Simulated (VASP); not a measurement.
# CdTe (F-43m) in VASP: further runs

The runs below take CdTe through single point, with PBE.

Everything below comes from runs of VASP 6.6.1. Logs are shortened: lines on timing, memory, paths and dates and some standing lists are left out, and cuts for length are marked.

### Step 1. The cell of the first run

It takes space group F-43m (No. 216, cubic). The conventional cell has a = 6.410 Å, b = 6.410 Å, c = 6.410 Å, α = 90.00°, β = 90.00°, γ = 90.00°. Te (site symmetry -43m) has 4 Cd at 2.78 Å within 3.7 Å. Cd (site symmetry -43m) has 4 Te at 2.78 Å within 3.7 Å.

### Step 2. Single point, PBE

INCAR

```
SYSTEM = CdTe
ALGO     = Normal         ! electronic algorithm
EDIFF    = 1E-6           ! SCF threshold, eV
ENCUT    = 520            ! plane-wave cutoff, eV
GGA      = PE             ! functional
ISIF     = 2              ! what is computed and relaxed
ISMEAR   = 0              ! smearing method
LASPH    = .True.         ! aspherical terms in the spheres
LCHARG   = .False.        ! write CHGCAR
LREAL    = .False.        ! projectors in reciprocal space
LWAVE    = .False.        ! write WAVECAR
NBANDS   = 16             ! bands
NELM     = 100            ! most SCF steps
PREC     = Accurate       ! precision mode
SIGMA    = 0.018000000000000002 ! smearing width, eV
```

KPOINTS

```
k-points
0
Gamma
  7 7 7
  0 0 0
```

POSCAR

```
CdTe
1.0
    0.0000000000      3.2050000000      3.2050000000
    3.2050000000      0.0000000000      3.2050000000
    3.2050000000      3.2050000000      0.0000000000
Te Cd
1 1
Direct
    0.7500000000      0.7500000000      0.7500000000
    0.0000000000      0.0000000000      0.0000000000
```

Potentials or basis: VASP PAW PBE potentials, release 64 (Te, Cd).

Run with:

```
$ cat potpaw_PBE.64/Te/POTCAR potpaw_PBE.64/Cd/POTCAR > POTCAR
$ mpirun -np 1 vasp_std > vasp.out
```

OUTCAR:

```text
SYSTEM = CdTe
   EDIFF = 1E-6
   ENCUT = 520
   GGA = PE
   ISIF = 2
   ISMEAR = 0
   LASPH = .True.
   LREAL = .False.
   NELM = 100
   PREC = Accurate

 ion  position               nearest neighbor table
   1  0.750  0.750  0.750-   2 2.78   2 2.78   2 2.78   2 2.78
   2  0.000  0.000  0.000-   1 2.78   1 2.78   1 2.78   1 2.78

  LATTYP: Found a face centered cubic cell.
 ALAT       =     6.4100000000

  Lattice vectors:

 A1 = (   0.0000000000,   3.2050000000,   3.2050000000)
 A2 = (   3.2050000000,   0.0000000000,   3.2050000000)
 A3 = (   3.2050000000,   3.2050000000,   0.0000000000)

Analysis of symmetry for initial positions (statically):
=====================================================================
 Subroutine PRICEL returns:
 Original cell was already a primitive cell.

 Routine SETGRP: Setting up the symmetry group for a
 face centered cubic supercell.

 Subroutine GETGRP returns: Found 24 space group operations
 (whereof 24 operations were pure point group operations)
 out of a pool of 48 trial point group operations.

The static configuration has the point symmetry T_d .

Analysis of symmetry for dynamics (positions and initial velocities):
=====================================================================
 Subroutine PRICEL returns:
 Original cell was already a primitive cell.

 Routine SETGRP: Setting up the symmetry group for a
 face centered cubic supercell.

 Subroutine GETGRP returns: Found 24 space group operations
 (whereof 24 operations were pure point group operations)
 out of a pool of 48 trial point group operations.

The dynamic configuration has the point symmetry T_d .

 Subroutine INISYM returns: Found 24 space group operations
 (whereof 24 operations are pure point group operations),
 and found     1 'primitive' translations

----------------------------------------------------------------------------------------

                                     Primitive cell

  volume of cell :      65.8437

  direct lattice vectors                    reciprocal lattice vectors
     0.000000000  3.205000000  3.205000000    -0.156006240  0.156006240  0.156006240
     3.205000000  0.000000000  3.205000000     0.156006240 -0.156006240  0.156006240
     3.205000000  3.205000000  0.000000000     0.156006240  0.156006240 -0.156006240

  length of vectors
     4.532554467  4.532554467  4.532554467     0.270210734  0.270210734  0.270210734

  position of ions in fractional coordinates (direct lattice)
     0.750000000  0.750000000  0.750000000
     0.000000000  0.000000000  0.000000000

  ion indices of the primitive-cell ions
   primitive index   ion index
                 1           1
                 2           2

----------------------------------------------------------------------------------------

 KPOINTS: k-points

Automatic generation of k-mesh.
 Grid dimensions read from file:
 generate k-points for:    7    7    7

 Generating k-lattice:

  Cartesian coordinates                     Fractional coordinates (reciprocal lattice)
    -0.022286606  0.022286606  0.022286606     0.142857143  0.000000000  0.000000000
     0.022286606 -0.022286606  0.022286606     0.000000000  0.142857143  0.000000000
     0.022286606  0.022286606 -0.022286606     0.000000000  0.000000000  0.142857143

  Length of vectors
     0.038601533  0.038601533  0.038601533

  Shift w.r.t. Gamma in fractional coordinates (k-lattice)
     0.000000000  0.000000000  0.000000000

 Subroutine IBZKPT returns following result:
 ===========================================

 Found     20 irreducible k-points:

 Following reciprocal coordinates:
            Coordinates               Weight
  0.000000  0.000000  0.000000      1.000000
  0.142857  0.000000  0.000000      8.000000
  0.285714  0.000000  0.000000      8.000000
  0.428571  0.000000  0.000000      8.000000
  0.142857  0.142857  0.000000      6.000000
  0.285714  0.142857  0.000000     24.000000
[... 12 lines left out ...]
 -0.428571  0.428571  0.142857     24.000000
 -0.285714  0.428571  0.142857     24.000000
   k-points           NKPTS =     20   k-points in BZ     NKDIM =     20   number of bands    NBANDS=     16
   number of dos      NEDOS =    301   number of ions     NIONS =      2
   total plane-waves  NPLWV =  46656
   dimension x,y,z NGX =    36 NGY =   36 NGZ =   36
   dimension x,y,z NGXF=    72 NGYF=   72 NGZF=   72
   ions per type =               1   1
   NGX,Y,Z   is equivalent  to a cutoff of  13.20, 13.20, 13.20 a.u.
   NGXF,Y,Z  is equivalent  to a cutoff of  26.41, 26.41, 26.41 a.u.
 SYSTEM =  CdTe
   PREC   = accura    normal or accurate (medium, high low for compatibility)
   ISTART =      0    job   : 0-new  1-cont  2-samecut
   ICHARG =      2    charge: 1-file 2-atom 10-const
   ISPIN  =      1    spin polarized calculation?
   LNONCOLLINEAR =      F non collinear calculations
   LSORBIT =      F    spin-orbit coupling
   LASPH  =      T    aspherical Exc in radial PAW
   ENCUT  =  520.0 eV  38.22 Ry    6.18 a.u.   8.43  8.43  8.43*2*pi/ulx,y,z
   NELM   =    100;   NELMIN=  2; NELMDL= -5     # of ELM steps
   EDIFF  = 0.1E-05   stopping-criterion for ELM
   LREAL  =      F    real-space projection
   EDIFFG = 0.1E-04   stopping-criterion for IOM
   NSW    =      0    number of steps for IOM
   IBRION =     -1    ionic relax: 0-MD 1-quasi-New 2-CG
   NFREE  =      0    steps in history (QN), initial steepest desc. (CG)
   ISIF   =      2    stress and relaxation
   ISYM   =      2    0-nonsym 1-usesym 2-fastsym
   POTIM  = 0.5000    time-step for ionic-motion
   TEBEG  =    0.0;   TEEND  =   0.0 temperature during run
   PSTRESS=    0.0 pullay stress
   NELECT =      18.0000    total number of electrons
   NUPDOWN=      -1.0000    fix difference up-down
   EMIN   =  10.00;   EMAX   =-10.00  energy-range for DOS
   EFERMI =   0.00;   METHOD = LEGACY
   ISMEAR =     0;   SIGMA  =   0.02  broadening in eV -4-tet -1-fermi 0-gaus
   EFERMI_NEDOS =   21; number of points for ismear=-14 and -15
   IALGO  =     38    algorithm
   IMIX   =      4    mixing-type and parameters
     AMIX     =   0.40;   BMIX     =  1.00
     AMIX_MAG =   1.60;   BMIX_MAG =  1.00
  volume/ion in A,a.u.               =      32.92       222.17
  Fermi-wavevector in a.u.,A,eV,Ry     =   1.062497  2.007828 15.359610  1.128899
  Thomas-Fermi vector in A             =   2.197950
   LORBIT       =      0    0 simple, 1 ext, 2 COOP (PROOUT), +10 PAW based schemes
   GGA     = PE    functional components
   LHFCALC =     F    Hartree Fock is set to
   AEXX    =    0.0000 exact exchange contribution
   IVDW    =     0    specifies the selected vdW correction
   LEPSILON=     F    determine dielectric tensor
   LRPA    =     F    only Hartree local field effects (RPA)
 non-spin polarized calculation
 Gauss-broadening in eV      SIGMA  =   0.02
  energy-cutoff  :      520.00
  volume of cell :       65.84
 maximum number of plane-waves:      1807
 NGX is ok and might be reduce to    36
   NGX = 17   NGY = 17   NGZ = 17

 number of electron      17.9999995 magnetization

 Free energy of the ion-electron system (eV)
  ---------------------------------------------------
  ext. energy  EPLUGINS =         0.00000000
  ---------------------------------------------------
  free energy    TOTEN  =        -4.72525171 eV

  energy without entropy =       -4.72525171  energy(sigma->0) =       -4.72525171

 E-fermi :   2.7553     XC(G=0):  -8.7320

 val. band max:        2.6549401973   @ k =   0.0000   0.0000   0.0000
 cond. band min:       3.5280153606   @ k =   0.0000   0.0000   0.0000
 fundamental gap:      0.8730751633
 Fermi energy:         2.7552955765

 k-point     1 :       0.0000    0.0000    0.0000
  band No.  band energies     occupation
      1      -8.7136      2.00000
      2      -5.7519      2.00000
      3      -5.7519      2.00000
      4      -5.7519      2.00000
      5      -5.4661      2.00000
      6      -5.4661      2.00000
[... 8 lines left out ...]
     15      12.0697      0.00000
     16      12.0697      0.00000

 k-point     2 :       0.1429    0.0000    0.0000
  band No.  band energies     occupation
      1      -8.6328      2.00000
      2      -5.7364      2.00000
      3      -5.7364      2.00000
      4      -5.6896      2.00000
      5      -5.4673      2.00000
      6      -5.4673      2.00000
[... 8 lines left out ...]
     15      11.2369      0.00000
     16      11.2369      0.00000

 k-point     3 :       0.2857    0.0000    0.0000
  band No.  band energies     occupation
      1      -8.4503      2.00000
      2      -5.7050      2.00000
      3      -5.7050      2.00000
      4      -5.4729      2.00000
      5      -5.4655      2.00000
      6      -5.4655      2.00000
[... 8 lines left out ...]
     15      11.2604      0.00000
     16      11.2604      0.00000

 k-point     4 :       0.4286    0.0000    0.0000
  band No.  band energies     occupation
      1      -8.3064      2.00000
      2      -5.6850      2.00000
      3      -5.6850      2.00000
      4      -5.4579      2.00000
      5      -5.4579      2.00000
      6      -5.1539      2.00000
[... 8 lines left out ...]
     15      12.5167      0.00000
     16      12.5167      0.00000
[... 248 lines left out ...]
 k-point    18 :      -0.4286    0.2857    0.1429
  band No.  band energies     occupation
      1      -8.2219      2.00000
      2      -5.6492      2.00000
      3      -5.6360      2.00000
      4      -5.4945      2.00000
      5      -5.4586      2.00000
      6      -5.0091      2.00000
[... 8 lines left out ...]
     15      12.7141      0.00000
     16      13.6154      0.00000

 k-point    19 :      -0.4286    0.4286    0.1429
  band No.  band energies     occupation
      1      -8.1777      2.00000
      2      -5.6125      2.00000
      3      -5.6090      2.00000
      4      -5.5284      2.00000
      5      -5.4472      2.00000
      6      -4.9431      2.00000
[... 8 lines left out ...]
     15      13.5000      0.00000
     16      14.3068      0.00000

 k-point    20 :      -0.2857    0.4286    0.1429
  band No.  band energies     occupation
      1      -8.1675      2.00000
      2      -5.6267      2.00000
      3      -5.6105      2.00000
      4      -5.5011      2.00000
      5      -5.4631      2.00000
      6      -4.8684      2.00000
[... 8 lines left out ...]
     15      12.9031      0.00000
     16      14.8133      0.00000

------------------------ aborting loop because EDIFF is reached ----------------------------------------

  FORCE on cell =-STRESS in cart. coord.  units (eV):
  Direction    XX          YY          ZZ          XY          YZ          ZX
  --------------------------------------------------------------------------------------
  -------------------------------------------------------------------------------------
  Total        1.8078870      1.8078870      1.8078870     -0.0000000     -0.0000000      0.0000000
  in kB       43.9913993     43.9913993     43.9913993     -0.0000000     -0.0000000      0.0000000
  external PRESSURE =      43.9913993 kB  Pullay stress =       0.0000000 kB

 VOLUME and BASIS-vectors are now :
 -----------------------------------------------------------------------------
  energy-cutoff  :      520.00
  volume of cell :       65.84
      direct lattice vectors                 reciprocal lattice vectors
     0.000000000  3.205000000  3.205000000    -0.156006240  0.156006240  0.156006240
     3.205000000  0.000000000  3.205000000     0.156006240 -0.156006240  0.156006240
     3.205000000  3.205000000  0.000000000     0.156006240  0.156006240 -0.156006240

 POSITION                                       TOTAL-FORCE (eV/Angst)
 -----------------------------------------------------------------------------------
      4.80750      4.80750      4.80750         0.000000      0.000000      0.000000
      0.00000      0.00000      0.00000        -0.000000     -0.000000     -0.000000
 -----------------------------------------------------------------------------------
    total drift:                                0.000000      0.000000      0.000000

  FREE ENERGIE OF THE ION-ELECTRON SYSTEM (eV)
  ---------------------------------------------------
  free  energy   TOTEN  =        -4.7252517105 eV

  energy  without entropy=       -4.7252517105  energy(sigma->0) =       -4.72525171
```

Run time: 44 s. Hardware: 1 thread of Intel Xeon 8259CL, shared host; peak memory 0.21 GiB.

Results:

```
Free energy            : -4.7253 eV
Pressure               : 4.4 GPa
Band gap on the k mesh : 0.87 eV
```

Levels at points of the mesh, in eV from the valence-band top:
```tsv
k point	band 7	band 8	band 9	band 10	band 11	band 12
(0.00, 0.00, 0.00)	0.00	0.00	0.00	0.87	4.58	4.58
```

Caveat: the cell stands under pressure; spin-orbit coupling is left out, which moves the levels of the heavy elements.

(Continued in part 2 of 2.)
